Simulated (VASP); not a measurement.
BeS: single point with PBEsol

Crystal: BeS.

```
Be S
1.0
     0.00000    2.35951    2.35951
     2.35951    0.00000    2.35951
     2.35951    2.35951    0.00000
Be S
1 1
Cartesian
  0.0000 0.0000 0.0000
  3.5393 3.5393 3.5393
```

This cell differs from its parent crystal: volume 13.136 Å^3 an atom, c/a of the conventional cell 1.0000.

```json
{
 "Program": "VASP 6.6.1",
 "Task": "single point",
 "Functional": "PBEsol",
 "Potentials or basis": "VASP PAW PBE potentials, release 64 (Be, S)",
 "Cutoff": "520 eV",
 "k mesh": "10 × 10 × 10",
 "Occupations": "gaussian, width 0.05 eV",
 "Spin": "no spin polarisation",
 "Dipole correction": "no",
 "Further INCAR settings": "ALGO = Normal; EDIFF = 1e-06; NBANDS = 11"
}
```

```yaml
Pressure: 8.5 GPa
Band_gap_on_the_k_mesh: 2.73 eV, indirect (least direct gap 5.56 eV)
```

Levels at points of the mesh, in eV from the valence-band top:
```csv
k point,band 1,band 2,band 3,band 4,band 5,band 6,band 7,band 8,band 9
"(0.00, 0.00, 0.00)",-14.30,0.00,0.00,0.00,5.56,5.56,5.56,6.42,12.96
"(0.50, 0.00, 0.00)",-12.43,-6.42,-1.16,-1.16,5.67,6.45,6.45,11.34,15.31
"(0.50, 0.50, 0.00)",-11.80,-5.51,-2.97,-2.97,2.73,4.72,13.42,13.42,16.54
```

It took 31 s on 1 thread of Intel Xeon 8259CL (shared host), peak memory 0.15 GiB.

Caveat: the PAW data sets were made with another functional, which shifts forces and pressure a little. A k mesh can miss the band edges.
